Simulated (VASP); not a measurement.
Mg, 1 atom in the cell. It takes space group I4/mmm (No. 139, tetragonal). The conventional cell has a = 3.622 Å, b = 3.622 Å, c = 3.313 Å, α = 90.00°, β = 90.00°, γ = 90.00°. Within 4.0 Å of Mg (site symmetry 4/mmm) lie 14 Mg at 3.05 to 3.62 Å. 

| Property | Result |
| --- | --- |
| Program | VASP 6.6.1 |
| Task | single point |
| Functional | pbesol exchange, pbe correlation |
| Potentials or basis | VASP PAW PBE potentials, release 64 (Mg) |
| Cutoff | 600 eV |
| k mesh | 11 × 11 × 11 |
| Occupations | tetrahedron |
| Spin | no spin polarisation |
| Dipole correction | no |
| Further INCAR settings | ALGO = Normal; EDIFF = 1e-06; NBANDS = 7 |

Potentials or basis: VASP PAW PBE potentials, release 64 (Mg).

Command:

```console
$ cat potpaw_PBE.64/Mg/POTCAR > POTCAR
$ mpirun -np 1 vasp_std > vasp.out
```

Hardware: 1 thread of Intel(R) Xeon(R) 6975P-C (Granite Rapids), with other jobs on the host.

Task: How long does it take, and how much memory?

Result: Run time: 5.8 s on 1 thread of Intel(R) Xeon(R) 6975P-C (Granite Rapids) (shared host), peak memory 0.15 GiB. Counts: scf iterations 10, k points 126.
